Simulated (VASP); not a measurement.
CsSe2N:

```
Se N Cs
1.0
     3.95731    0.00000    0.00000
    -1.97866    3.42714    0.00000
     0.00000   -2.28476    7.54330
Se N Cs
2 1 1
Direct
  0.23179 0.46358 0.69537
  0.76821 0.53642 0.30463
  0.50000 0.00000 0.50000
  0.00000 0.00000 0.00000
```

| Property | Result |
| --- | --- |
| Program | VASP 6.6.1 |
| Task | relaxation of cell and atoms |
| Functional | LDA |
| Potentials or basis | VASP PAW LDA potentials, release 64 (Se, N, Cs_sv) |
| Cutoff | 600 eV |
| k mesh | 6 × 6 × 6 |
| Occupations | gaussian, width 0.0362 eV |
| Spin | no spin polarisation |

At the start: pressure -5.3 GPa; volume 25.58 Å³/atom.

Problem. How do energy, volume and symmetry change on relaxing?

Solution. Over 12 steps the energy falls by 385.5 meV/atom and the volume is 22.05 Å³/atom (-13.8 %); space group R-3m (No. 166, to 0.1 Å) before and after.

The path:
```
step  energy change (eV)  largest force (eV/Å)  pressure (GPa)  volume (Å³)
   1              0.0000                2.4525           -5.34       102.30
   2             -0.8288                2.0376           -1.08        90.19
   3             -1.0640                1.1659            6.59        80.58
   4             -1.3934                0.4935            5.74        82.12
   5             -1.3933                0.5611            5.75        82.18
   6             -1.5234                0.1116           -1.56        90.90
   7             -1.5323                0.0165           -0.30        89.00
   8             -1.5388                0.0160           -0.20        88.71
   9             -1.5420                0.0121           -0.03        88.28
  10             -1.5420                0.0122           -0.05        88.31
  11             -1.5420                0.0121           -0.04        88.30
  12             -1.5420                0.0084            0.01        88.21
```

Final structure:
```
Se N Cs
1.0
     3.58380    0.00000    0.00000
    -1.79190    3.10367    0.00000
     0.00000   -2.06911    7.93074
Se N Cs
2 1 1
Direct
  0.21599 0.43199 0.64798
  0.78401 0.56801 0.35202
  0.50000 0.00000 0.50000
  0.00000 0.00000 0.00000
```
